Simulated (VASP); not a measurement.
# SnSe (Pnma) in VASP: a series of runs, part 2 of 2

VASP 6.6.1. The steps go on from the part before.

### 3 Relaxation of cell and atoms, PBE

This run uses another cell than the first one, of 26.68 Å³/atom.

INCAR

```
PREC = Accurate
ENCUT = 600
EDIFF = 1E-6
ISMEAR = -1
SIGMA = 0.05
LREAL = F
LASPH = T
NELM = 80
ALGO = Normal
ISIF = 3
LWAVE = F
LCHARG = F
GGA = PE
IBRION = 2
NSW = 80
EDIFFG = -0.03
```

KPOINTS

```
Automatic mesh
0
Gamma
  2 6 4
```

POSCAR

```
SnSe
1.0
   11.4200000000      0.0000000000      0.0000000000
    0.0000000000      4.1900000000      0.0000000000
    0.0000000000      0.0000000000      4.4600000000
Sn Se
4 4
Direct
    0.1230000000      0.2500000000      0.0910000000
    0.3770000000      0.7500000000      0.5910000000
    0.6230000000      0.2500000000      0.4090000000
    0.8770000000      0.7500000000      0.9090000000
    0.3570000000      0.2500000000      0.0160000000
    0.1430000000      0.7500000000      0.5160000000
    0.8570000000      0.2500000000      0.4840000000
    0.6430000000      0.7500000000      0.9840000000
```

Potentials or basis: VASP PAW PBE potentials, release 64 (Sn_d, Se).

On the command line:

```console
> cat potpaw_PBE.64/Sn_d/POTCAR potpaw_PBE.64/Se/POTCAR > POTCAR
> mpirun -np 1 vasp_std > vasp.out
```

OUTCAR:

```text
PREC = Accurate
   ENCUT = 600
   EDIFF = 1E-6
   ISMEAR = -1
   LREAL = F
   LASPH = T
   NELM = 80
   ISIF = 3
   GGA = PE
   IBRION = 2
   NSW = 80
   EDIFFG = -0.03

 ion  position               nearest neighbor table
   1  0.123  0.250  0.091-   5 2.69   6 2.83   6 2.83   4 3.60   4 3.60
   2  0.377  0.750  0.591-   6 2.69   5 2.83   5 2.83   3 3.60   3 3.60
   3  0.623  0.250  0.409-   7 2.69   8 2.83   8 2.83   2 3.60   2 3.60
   4  0.877  0.750  0.909-   8 2.69   7 2.83   7 2.83   1 3.60   1 3.60
   5  0.357  0.250  0.016-   1 2.69   2 2.83   2 2.83
   6  0.143  0.750  0.516-   2 2.69   1 2.83   1 2.83
   7  0.857  0.250  0.484-   3 2.69   4 2.83   4 2.83
   8  0.643  0.750  0.984-   4 2.69   3 2.83   3 2.83

  LATTYP: Found a simple orthorhombic cell.
 ALAT       =     4.1900000000
 B/A-ratio  =     1.0644391408
 C/A-ratio  =     2.7255369928

  Lattice vectors:

 A1 = (   0.0000000000,   4.1900000000,   0.0000000000)
 A2 = (   0.0000000000,   0.0000000000,   4.4600000000)
 A3 = (  11.4200000000,   0.0000000000,   0.0000000000)

Analysis of symmetry for initial positions (statically):
=====================================================================
 Subroutine PRICEL returns:
 Original cell was already a primitive cell.

 Routine SETGRP: Setting up the symmetry group for a
 simple orthorhombic supercell.

 Subroutine GETGRP returns: Found  8 space group operations
 (whereof  2 operations were pure point group operations)
 out of a pool of  8 trial point group operations.

The static configuration has the point symmetry S_2 .
 The point group associated with its full space group is D_2h.

Analysis of symmetry for dynamics (positions and initial velocities):
=====================================================================
 Subroutine PRICEL returns:
 Original cell was already a primitive cell.

 Routine SETGRP: Setting up the symmetry group for a
 simple orthorhombic supercell.

 Subroutine GETGRP returns: Found  8 space group operations
 (whereof  2 operations were pure point group operations)
 out of a pool of  8 trial point group operations.

The dynamic configuration has the point symmetry S_2 .
 The point group associated with its full space group is D_2h.

 Subroutine INISYM returns: Found  8 space group operations
 (whereof  2 operations are pure point group operations),
 and found     1 'primitive' translations

----------------------------------------------------------------------------------------

                                     Primitive cell

  volume of cell :     213.4101

  direct lattice vectors                    reciprocal lattice vectors
    11.420000000  0.000000000  0.000000000     0.087565674  0.000000000  0.000000000
     0.000000000  4.190000000  0.000000000     0.000000000  0.238663484  0.000000000
     0.000000000  0.000000000  4.460000000     0.000000000  0.000000000  0.224215247

  length of vectors
    11.420000000  4.190000000  4.460000000     0.087565674  0.238663484  0.224215247

  position of ions in fractional coordinates (direct lattice)
     0.123000000  0.250000000  0.091000000
     0.377000000  0.750000000  0.591000000
     0.623000000  0.250000000  0.409000000
     0.877000000  0.750000000  0.909000000
     0.357000000  0.250000000  0.016000000
[... 43 lines left out ...]
  0.000000  0.000000  0.000000      1.000000
  0.500000  0.000000  0.000000      1.000000
  0.000000  0.166667  0.000000      2.000000
  0.500000  0.166667  0.000000      2.000000
  0.000000  0.333333  0.000000      2.000000
  0.500000  0.333333  0.000000      2.000000
[... 16 lines left out ...]
  0.000000  0.500000  0.500000      1.000000
  0.500000  0.500000  0.500000      1.000000
   k-points           NKPTS =     24   k-points in BZ     NKDIM =     24   number of bands    NBANDS=     48
   number of dos      NEDOS =    301   number of ions     NIONS =      8
   total plane-waves  NPLWV = 124416
   dimension x,y,z NGX =    96 NGY =   36 NGZ =   36
   dimension x,y,z NGXF=   192 NGYF=   72 NGZF=   72
   ions per type =               4   4
   NGX,Y,Z   is equivalent  to a cutoff of  13.98, 14.28, 13.42 a.u.
   NGXF,Y,Z  is equivalent  to a cutoff of  27.95, 28.57, 26.84 a.u.
 SYSTEM =  unknown system
   PREC   = accura    normal or accurate (medium, high low for compatibility)
   ISTART =      0    job   : 0-new  1-cont  2-samecut
   ICHARG =      2    charge: 1-file 2-atom 10-const
   ISPIN  =      1    spin polarized calculation?
   LNONCOLLINEAR =      F non collinear calculations
   LSORBIT =      F    spin-orbit coupling
   LASPH  =      T    aspherical Exc in radial PAW
   ENCUT  =  600.0 eV  44.10 Ry    6.64 a.u.  22.81  8.37  8.91*2*pi/ulx,y,z
   NELM   =     80;   NELMIN=  2; NELMDL= -5     # of ELM steps
   EDIFF  = 0.1E-05   stopping-criterion for ELM
   LREAL  =      F    real-space projection
   EDIFFG = -.3E-01   stopping-criterion for IOM
   NSW    =     80    number of steps for IOM
   IBRION =      2    ionic relax: 0-MD 1-quasi-New 2-CG
   NFREE  =      1    steps in history (QN), initial steepest desc. (CG)
   ISIF   =      3    stress and relaxation
   ISYM   =      2    0-nonsym 1-usesym 2-fastsym
   POTIM  = 0.5000    time-step for ionic-motion
   TEBEG  =    0.0;   TEEND  =   0.0 temperature during run
   PSTRESS=    0.0 pullay stress
   NELECT =      80.0000    total number of electrons
   NUPDOWN=      -1.0000    fix difference up-down
   EMIN   =  10.00;   EMAX   =-10.00  energy-range for DOS
   EFERMI =   0.00;   METHOD = LEGACY
   ISMEAR =    -1;   SIGMA  =   0.05  broadening in eV -4-tet -1-fermi 0-gaus
   EFERMI_NEDOS =   21; number of points for ismear=-14 and -15
   IALGO  =     38    algorithm
   IMIX   =      4    mixing-type and parameters
     AMIX     =   0.40;   BMIX     =  1.00
     AMIX_MAG =   1.60;   BMIX_MAG =  1.00
  volume/ion in A,a.u.               =      26.68       180.02
  Fermi-wavevector in a.u.,A,eV,Ry     =   1.180411  2.230653 18.957944  1.393370
  Thomas-Fermi vector in A             =   2.316704
   LORBIT       =      0    0 simple, 1 ext, 2 COOP (PROOUT), +10 PAW based schemes
   GGA     = PE    functional components
   LHFCALC =     F    Hartree Fock is set to
   AEXX    =    0.0000 exact exchange contribution
   IVDW    =     0    specifies the selected vdW correction
   LEPSILON=     F    determine dielectric tensor
   LRPA    =     F    only Hartree local field effects (RPA)
 conjugate gradient relaxation of ions
 non-spin polarized calculation
  energy-cutoff  :      600.00
  volume of cell :      213.41
 maximum number of plane-waves:      7164
 NGX is ok and might be reduce to    96
   NGX = 45   NGY = 17   NGZ = 17

--------------------------------------- Ionic step        1  -------------------------------------------

 number of electron      79.9999997 magnetization

 Free energy of the ion-electron system (eV)
  ---------------------------------------------------
  ext. energy  EPLUGINS =         0.00000000
  ---------------------------------------------------
  free energy    TOTEN  =       -32.75945144 eV

  energy without entropy =      -32.75938446  energy(sigma->0) =      -32.75941795

------------------------ aborting loop because EDIFF is reached ----------------------------------------

  FORCE on cell =-STRESS in cart. coord.  units (eV):
  Direction    XX          YY          ZZ          XY          YZ          ZX
  --------------------------------------------------------------------------------------
  -------------------------------------------------------------------------------------
  Total        5.8045523      2.2303285      1.7302983      0.0000000      0.0000000      0.0000000
  in kB       43.5777023     16.7442008     12.9902221      0.0000000      0.0000000      0.0000000
  external PRESSURE =      24.4373751 kB  Pullay stress =       0.0000000 kB
[... 107 lines left out ...]
  FREE ENERGIE OF THE ION-ELECTRON SYSTEM (eV)
  ---------------------------------------------------
  free  energy   TOTEN  =       -32.8552497668 eV

  energy  without entropy=      -32.8551630679  energy(sigma->0) =      -32.85520642

[... ionic steps 4 to 8 ...]

--------------------------------------- Ionic step        9  -------------------------------------------

 number of electron      79.9999993 magnetization

------------------------ aborting loop because EDIFF is reached ----------------------------------------
[... 79 lines left out ...]
--------------------------------------- Ionic step       11  -------------------------------------------

 number of electron      79.9999991 magnetization

 Free energy of the ion-electron system (eV)
  ---------------------------------------------------
  ext. energy  EPLUGINS =         0.00000000
  ---------------------------------------------------
  free energy    TOTEN  =       -32.87461779 eV

  energy without entropy =      -32.87458876  energy(sigma->0) =      -32.87460327

 E-fermi :   5.0397     XC(G=0):  -9.4131

 val. band max:        4.6312334375   @ k =   0.0000   0.3333   0.0000
 cond. band min:       5.4509174292   @ k =   0.0000   0.3333   0.0000
 fundamental gap:      0.8196839916
 Fermi energy:         5.0397317769

 k-point     1 :       0.0000    0.0000    0.0000
  band No.  band energies     occupation
      1     -16.4964      2.00000
      2     -16.4909      2.00000
      3     -16.4864      2.00000
      4     -16.4863      2.00000
      5     -16.4854      2.00000
      6     -16.4831      2.00000
[... 1248 lines left out ...]
  FREE ENERGIE OF THE ION-ELECTRON SYSTEM (eV)
  ---------------------------------------------------
  free  energy   TOTEN  =       -32.8746177862 eV

  energy  without entropy=      -32.8745887565  energy(sigma->0) =      -32.87460327

 reached required accuracy - stopping structural energy minimisation
```

Run time: 44 min. Hardware: 1 thread of Oxide Virtual Turin-like, shared host; peak memory 0.47 GiB.

Results:

```yaml
Free_energy: -32.8746 eV
Relaxed_volume: 28.34 Å³/atom
Relaxed_cell: a = 11.921 Å, b = 4.243 Å, c = 4.483 Å, α = 90.00°, β = 90.00°, γ = 90.00°
Space_group_after_relaxing_to_0.1_Å: Pnma (No. 62)
Energy_gained_by_relaxing: 14.4 meV/atom
Ionic_steps: 11
Pressure_after_relaxing: 0.0 GPa
Largest_force_after_relaxing: 0.019 eV/Å
Band_gap_on_the_k_mesh: 0.82 eV
```

Forces on the atoms (eV/Å):
```
Sn  -0.002  0.000  0.002
Sn   0.002  0.000  0.002
Sn  -0.002  0.000 -0.002
Sn   0.002  0.000 -0.002
Se  -0.002  0.000  0.019
Se   0.002  0.000  0.019
Se  -0.002  0.000 -0.019
Se   0.002  0.000 -0.019
```

The path:
```tsv
step	energy change (eV)	largest force (eV/Å)	pressure (GPa)	volume (Å³)
1	0.0000	0.2960	2.44	213.41
2	-0.0824	0.2366	-0.86	226.19
3	-0.0958	0.1212	-0.03	222.49
4	-0.1019	0.0938	0.06	222.64
5	-0.1064	0.0896	0.23	222.88
6	-0.1111	0.0611	0.05	224.52
7	-0.1128	0.0300	-0.15	226.59
8	-0.1128	0.0345	-0.11	226.29
9	-0.1141	0.0194	0.06	226.12
10	-0.1142	0.0235	0.09	226.07
11	-0.1152	0.0195	0.02	226.72
```

Final structure:
```
CELL_PARAMETERS angstrom
11.92126 0.00000 0.00000
0.00000 4.24272 0.00000
0.00000 0.00000 4.48258
ATOMIC_POSITIONS crystal
Sn 0.12455 0.25000 0.09604
Sn 0.37545 0.75000 0.59604
Sn 0.62455 0.25000 0.40396
Sn 0.87545 0.75000 0.90396
Se 0.35477 0.25000 0.01443
Se 0.14523 0.75000 0.51443
Se 0.85477 0.25000 0.48557
Se 0.64523 0.75000 0.98557
```

Caveat: spin-orbit coupling is left out, which moves the levels of the heavy elements. PBE usually gives volumes a little too large and moduli too small.

### 4 How close it comes

Step 2. Against the measured gap of SnSe, 1.07 eV (direct; 20 K; “Linear dichroism of the optical properties of SnS and SnSe van der Waals crystals”, 2024, arxiv:2409.17412), the calculated 0.85 eV is off by -0.22 eV. 3 values of this kind are on record (0.89 to 1.07 eV); this one was drawn at random among those near their median. Spin-orbit coupling on Se, Sn is left out. The value is that of PBE on a finite k mesh, which can miss the band edges, without temperature or zero-point motion. Semilocal functionals fall short of measured gaps as a rule.
